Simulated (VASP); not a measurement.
Input of a VASP 6.6.1 run:

The input INCAR:

```
SYSTEM = Zn
ALGO = Fast ; EDIFF = 1E-6
ENCUT = 520 ; GGA = PS
ISIF = 2 ; ISMEAR = 0
LASPH = .TRUE. ; LCHARG = .FALSE.
LREAL = .FALSE. ; LWAVE = .FALSE.
NBANDS = 19 ; NELM = 80
PREC = Accurate ; SIGMA = 0.15
```

KPOINTS

```
k-points
0
G
  24 24 10
  0 0 0
```

Contents of POSCAR:

```
Zn
1.0
    2.4516142089      0.0000000000      0.0000000000
   -1.2258071045      2.1231601852      0.0000000000
    0.0000000000      0.0000000000      4.9467000000
Zn
2
Direct
    0.3333333333      0.6666666667      0.2500000000
    0.6666666667      0.3333333333      0.7500000000
```

Potentials or basis: VASP PAW PBE potentials, release 64 (Zn).

Launch:

```sh
$ cat potpaw_PBE.64/Zn/POTCAR > POTCAR
$ mpirun -np 1 vasp_std > vasp.out
```

Problem. Predict the pressure.

Solution. 17.0 GPa.

Problem. Estimate the band gap on the k mesh.

Solution. Zero (band 12 reaches 6.14 eV, above the bottom of band 13 at 0.36 eV).

Stress tensor (GPa, compression positive):
```
22.56  0.00  0.00
 0.00 22.56  0.00
 0.00  0.00  5.83
```

Caveat: the cell differs from its parent crystal (strain -0.080 along x and y, +0.000 along z); the PAW data sets were made with another functional, which shifts forces and pressure a little.
